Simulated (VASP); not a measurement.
# BaTiO3 (Amm2) in VASP: a series of runs, part 2 of 2

VASP 6.6.1.

## (3) Single point, PBE (all Ba atoms moved +0.075 Å, as atom 1 along Cartesian [1 -1 0])

File INCAR:

```
SYSTEM = BaTiO3
ALGO = Normal
EDIFF = 1E-6
ENCUT = 520
GGA = PE
ISIF = 2
ISMEAR = 0
LASPH = .True.
LCHARG = .False.
LREAL = .False.
LWAVE = .False.
NBANDS = 28
NELM = 100
PREC = Accurate
SIGMA = 0.05
```

File KPOINTS:

```
k-points
0
Gamma
  8 8 8
  0 0 0
```

File POSCAR:

```
BaTiO3
1.0
    4.0192501416      0.0000000000      0.0000000000
    0.0000000000      4.0192501416      0.0000000000
    0.0000000000      0.0000000000      4.0192501416
Ba Ti O
1 1 3
Direct
    0.5131947519      0.4868052481      0.5000000000
    0.0000000000      0.0000000000      0.0000000000
    0.5000000000      0.0000000000      0.0000000000
    0.0000000000      0.5000000000      0.0000000000
    0.0000000000      0.0000000000      0.5000000000
```

Potentials or basis: VASP PAW PBE potentials, release 64 (Ba_sv, Ti_sv, O).

Command:

```console
$ cat potpaw_PBE.64/Ba_sv/POTCAR potpaw_PBE.64/Ti_sv/POTCAR potpaw_PBE.64/O/POTCAR > POTCAR
$ mpirun -np 1 vasp_std > vasp.out
```

OUTCAR:

```text
SYSTEM = BaTiO3
   EDIFF = 1E-6
   ENCUT = 520
   GGA = PE
   ISIF = 2
   ISMEAR = 0
   LASPH = .True.
   LREAL = .False.
   NELM = 100
   PREC = Accurate

 ion  position               nearest neighbor table
   1  0.513  0.487  0.500-   5 2.77   4 2.81   3 2.81   3 2.81   4 2.81   5 2.84   5 2.84   3 2.88
                             4 2.88   3 2.88   4 2.88   5 2.92   2 3.42   2 3.42   2 3.48   2 3.48
   2  0.000  0.000  0.000-   3 2.01   4 2.01   5 2.01   5 2.01   4 2.01   3 2.01   1 3.42   1 3.42
                             1 3.48   1 3.48   1 3.48   1 3.48   1 3.54   1 3.54
   3  0.500  0.000  0.000-   2 2.01   2 2.01   1 2.81   1 2.81   1 2.88   1 2.88
   4  0.000  0.500  0.000-   2 2.01   2 2.01   1 2.81   1 2.81   1 2.88   1 2.88
   5  0.000  0.000  0.500-   2 2.01   2 2.01   1 2.77   1 2.84   1 2.84   1 2.92

  LATTYP: Found a simple cubic cell.
 ALAT       =     4.0192501416

  Lattice vectors:

 A1 = (   4.0192501416,   0.0000000000,   0.0000000000)
 A2 = (   0.0000000000,   4.0192501416,   0.0000000000)
 A3 = (   0.0000000000,   0.0000000000,   4.0192501416)

Analysis of symmetry for initial positions (statically):
=====================================================================
 Subroutine PRICEL returns:
 Original cell was already a primitive cell.

 Routine SETGRP: Setting up the symmetry group for a
 simple cubic supercell.

 Subroutine GETGRP returns: Found  4 space group operations
 (whereof  4 operations were pure point group operations)
 out of a pool of 48 trial point group operations.

The static configuration has the point symmetry C_2v.

Analysis of symmetry for dynamics (positions and initial velocities):
=====================================================================
 Subroutine PRICEL returns:
 Original cell was already a primitive cell.

 Routine SETGRP: Setting up the symmetry group for a
 simple cubic supercell.

 Subroutine GETGRP returns: Found  4 space group operations
 (whereof  4 operations were pure point group operations)
 out of a pool of 48 trial point group operations.

The dynamic configuration has the point symmetry C_2v.

 Subroutine INISYM returns: Found  4 space group operations
 (whereof  4 operations are pure point group operations),
 and found     1 'primitive' translations

----------------------------------------------------------------------------------------

                                     Primitive cell

  volume of cell :      64.9285

  direct lattice vectors                    reciprocal lattice vectors
     4.019250142  0.000000000  0.000000000     0.248802629  0.000000000  0.000000000
     0.000000000  4.019250142  0.000000000     0.000000000  0.248802629  0.000000000
     0.000000000  0.000000000  4.019250142     0.000000000  0.000000000  0.248802629

  length of vectors
     4.019250142  4.019250142  4.019250142     0.248802629  0.248802629  0.248802629

  position of ions in fractional coordinates (direct lattice)
     0.513194752  0.486805248  0.500000000
     0.000000000  0.000000000  0.000000000
     0.500000000  0.000000000  0.000000000
     0.000000000  0.500000000  0.000000000
     0.000000000  0.000000000  0.500000000

[... 31 lines left out ...]

 Found    105 irreducible k-points:

 Following reciprocal coordinates:
            Coordinates               Weight
  0.000000  0.000000  0.000000      1.000000
  0.125000  0.000000  0.000000      4.000000
  0.000000  0.000000  0.125000      2.000000
  0.250000  0.000000  0.000000      4.000000
  0.000000  0.000000  0.250000      2.000000
  0.375000  0.000000  0.000000      4.000000
[... 16 lines left out ...]
  0.125000  0.000000  0.500000      4.000000
  0.250000  0.250000  0.000000      2.000000
 [... further k-points ...]
   k-points           NKPTS =    105   k-points in BZ     NKDIM =    105   number of bands    NBANDS=     28
   number of dos      NEDOS =    301   number of ions     NIONS =      5
   total plane-waves  NPLWV =  27000
   dimension x,y,z NGX =    30 NGY =   30 NGZ =   30
   dimension x,y,z NGXF=    60 NGYF=   60 NGZF=   60
   ions per type =               1   1   3
   NGX,Y,Z   is equivalent  to a cutoff of  12.41, 12.41, 12.41 a.u.
   NGXF,Y,Z  is equivalent  to a cutoff of  24.82, 24.82, 24.82 a.u.
 SYSTEM =  BaTiO3
   PREC   = accura    normal or accurate (medium, high low for compatibility)
   ISTART =      0    job   : 0-new  1-cont  2-samecut
   ICHARG =      2    charge: 1-file 2-atom 10-const
   ISPIN  =      1    spin polarized calculation?
   LNONCOLLINEAR =      F non collinear calculations
   LSORBIT =      F    spin-orbit coupling
   LASPH  =      T    aspherical Exc in radial PAW
   ENCUT  =  520.0 eV  38.22 Ry    6.18 a.u.   7.47  7.47  7.47*2*pi/ulx,y,z
   NELM   =    100;   NELMIN=  2; NELMDL= -5     # of ELM steps
   EDIFF  = 0.1E-05   stopping-criterion for ELM
   LREAL  =      F    real-space projection
   EDIFFG = 0.1E-04   stopping-criterion for IOM
   NSW    =      0    number of steps for IOM
   IBRION =     -1    ionic relax: 0-MD 1-quasi-New 2-CG
   NFREE  =      0    steps in history (QN), initial steepest desc. (CG)
   ISIF   =      2    stress and relaxation
   ISYM   =      2    0-nonsym 1-usesym 2-fastsym
   POTIM  = 0.5000    time-step for ionic-motion
   TEBEG  =    0.0;   TEEND  =   0.0 temperature during run
   PSTRESS=    0.0 pullay stress
   NELECT =      40.0000    total number of electrons
   NUPDOWN=      -1.0000    fix difference up-down
   EMIN   =  10.00;   EMAX   =-10.00  energy-range for DOS
   EFERMI =   0.00;   METHOD = LEGACY
   ISMEAR =     0;   SIGMA  =   0.05  broadening in eV -4-tet -1-fermi 0-gaus
   EFERMI_NEDOS =   21; number of points for ismear=-14 and -15
   IALGO  =     38    algorithm
   IMIX   =      4    mixing-type and parameters
     AMIX     =   0.40;   BMIX     =  1.00
     AMIX_MAG =   1.60;   BMIX_MAG =  1.00
  volume/ion in A,a.u.               =      12.99        87.63
  Fermi-wavevector in a.u.,A,eV,Ry     =   1.392996  2.632380 26.401250  1.940437
  Thomas-Fermi vector in A             =   2.516685
   LORBIT       =      0    0 simple, 1 ext, 2 COOP (PROOUT), +10 PAW based schemes
   GGA     = PE    functional components
   LHFCALC =     F    Hartree Fock is set to
   AEXX    =    0.0000 exact exchange contribution
   IVDW    =     0    specifies the selected vdW correction
   LEPSILON=     F    determine dielectric tensor
   LRPA    =     F    only Hartree local field effects (RPA)
 non-spin polarized calculation
 Gauss-broadening in eV      SIGMA  =   0.05
  energy-cutoff  :      520.00
  volume of cell :       64.93
 maximum number of plane-waves:      1775
 NGX is ok and might be reduce to    30
   NGX = 15   NGY = 15   NGZ = 15

 number of electron      39.9999976 magnetization

 Free energy of the ion-electron system (eV)
  ---------------------------------------------------
  ext. energy  EPLUGINS =         0.00000000
  ---------------------------------------------------
  free energy    TOTEN  =       -39.96406468 eV

  energy without entropy =      -39.96406468  energy(sigma->0) =      -39.96406468

 E-fermi :   3.9759     XC(G=0): -11.1926

 val. band max:        3.7336233555   @ k =   0.5000   0.5000   0.5000
 cond. band min:       5.4515947668   @ k =   0.0000   0.0000   0.0000
 fundamental gap:      1.7179714112
 Fermi energy:         3.9758753010

 k-point     1 :       0.0000    0.0000    0.0000
  band No.  band energies     occupation
      1     -52.9558      2.00000
      2     -29.1607      2.00000
      3     -29.1602      2.00000
      4     -29.1597      2.00000
      5     -21.1019      2.00000
      6     -13.1296      2.00000
[... 733 lines left out ...]
     27      10.9410      0.00000
     28      12.2379      0.00000

 [... further k-points ...]

------------------------ aborting loop because EDIFF is reached ----------------------------------------

  FORCE on cell =-STRESS in cart. coord.  units (eV):
  Direction    XX          YY          ZZ          XY          YZ          ZX
  --------------------------------------------------------------------------------------
  -------------------------------------------------------------------------------------
  Total        0.7567721      0.7567721      0.7702083     -0.0675225      0.0000000      0.0000000
  in kB       18.6741379     18.6741379     19.0056914     -1.6661881      0.0000000      0.0000000
  external PRESSURE =      18.7846558 kB  Pullay stress =       0.0000000 kB

 VOLUME and BASIS-vectors are now :
 -----------------------------------------------------------------------------
  energy-cutoff  :      520.00
  volume of cell :       64.93
      direct lattice vectors                 reciprocal lattice vectors
     4.019250142  0.000000000  0.000000000     0.248802629  0.000000000  0.000000000
     0.000000000  4.019250142  0.000000000     0.000000000  0.248802629  0.000000000
     0.000000000  0.000000000  4.019250142     0.000000000  0.000000000  0.248802629

 POSITION                                       TOTAL-FORCE (eV/Angst)
 -----------------------------------------------------------------------------------
      2.06266      1.95659      2.00963        -0.335806      0.335806      0.000000
      0.00000      0.00000      0.00000         0.177272     -0.177272      0.000000
      2.00963      0.00000      0.00000         0.064017     -0.046231      0.000000
      0.00000      2.00963      0.00000         0.046231     -0.064017      0.000000
      0.00000      0.00000      2.00963         0.048286     -0.048286      0.000000
 -----------------------------------------------------------------------------------
    total drift:                               -0.000001      0.000001      0.000000

  FREE ENERGIE OF THE ION-ELECTRON SYSTEM (eV)
  ---------------------------------------------------
  free  energy   TOTEN  =       -39.9640646812 eV

  energy  without entropy=      -39.9640646812  energy(sigma->0) =      -39.96406468
```

Run time: 3.5 min. Hardware: 1 thread of Intel Xeon Platinum 8175M at 2.50GHz (Skylake/Cascade Lake), shared host; peak memory 0.31 GiB.

Results:

- Free energy: -39.9641 eV
- Pressure: 1.9 GPa
- Largest force: 0.475 eV/Å
- Band gap on the k mesh: 1.72 eV, indirect (least direct gap 1.87 eV)

Forces in eV/Å, atoms in the order of the input:
```
Ba  -0.336  0.336  0.000
Ti   0.177 -0.177  0.000
O    0.064 -0.046  0.000
O    0.046 -0.064  0.000
O    0.048 -0.048  0.000
```

Stress tensor (GPa, compression positive):
```
 1.87 -0.17  0.00
-0.17  1.87  0.00
 0.00  0.00  1.90
```

Caveat: the cell differs from its parent crystal (all Ba atoms moved +0.075 Å, as atom 1 along Cartesian [1 -1 0]); spin-orbit coupling is left out, which moves the levels of the heavy elements.

## (4) Single point, PBE (all Ba atoms moved +0.025 Å, as atom 1 along Cartesian [1 -1 0])

File INCAR:

```
SYSTEM = BaTiO3
PREC = Accurate ; ENCUT = 520
EDIFF = 1E-7 ; ISMEAR = 0
SIGMA = 0.05 ; LREAL = .False.
LASPH = .True. ; NELM = 60
ALGO = Normal ; ISIF = 2
LWAVE = .False. ; LCHARG = .False.
GGA = PE ; NBANDS = 28
```

File KPOINTS:

```
regular mesh
0
Gamma
  8 8 8
  0 0 0
```

Changes to POSCAR since step 3:

```diff
@@ -8,3 +8,3 @@
 Direct
-    0.5131947519      0.4868052481      0.5000000000
+    0.5043982506      0.4956017494      0.5000000000
     0.0000000000      0.0000000000      0.0000000000
```

Command:

```console
$ cat potpaw_PBE.64/Ba_sv/POTCAR potpaw_PBE.64/Ti_sv/POTCAR potpaw_PBE.64/O/POTCAR > POTCAR
$ mpirun -np 1 vasp_std > vasp.out
```

It took 3.6 min on 1 thread of Intel Xeon Platinum 8175M at 2.50GHz (Skylake/Cascade Lake), shared host; peak memory 0.31 GiB.

The run converged. Its results:

| Property | Result |
| --- | --- |
| Free energy | -39.9798 eV |
| Pressure | 1.7 GPa |
| Largest force | 0.157 eV/Å |
| Band gap on the k mesh | 1.72 eV, indirect (least direct gap 1.88 eV) |

Forces on the atoms (eV/Å):
```
Ba  -0.111  0.111  0.000
Ti   0.059 -0.059  0.000
O    0.021 -0.015  0.000
O    0.015 -0.021  0.000
O    0.015 -0.015  0.000
```

Levels at points of the mesh, in eV from the valence-band top:
```tsv
k point	band 18	band 19	band 20	band 21	band 22	band 23
(0.00, 0.00, 0.00)	-0.16	-0.16	-0.16	1.72	1.72	1.72
(0.50, 0.00, 0.00)	-1.80	-0.71	-0.71	1.87	3.42	3.42
(0.00, 0.00, 0.50)	-1.80	-0.71	-0.71	1.87	3.42	3.42
(0.50, 0.50, 0.00)	-0.88	-0.88	-0.09	3.43	3.43	3.84
(0.00, 0.50, 0.50)	-0.88	-0.88	-0.09	3.43	3.43	3.84
(0.50, 0.50, 0.50)	0.00	0.00	0.00	4.08	4.08	4.08
```

Caveat: the cell differs from its parent crystal (all Ba atoms moved +0.025 Å, as atom 1 along Cartesian [1 -1 0]); spin-orbit coupling is left out, which moves the levels of the heavy elements.
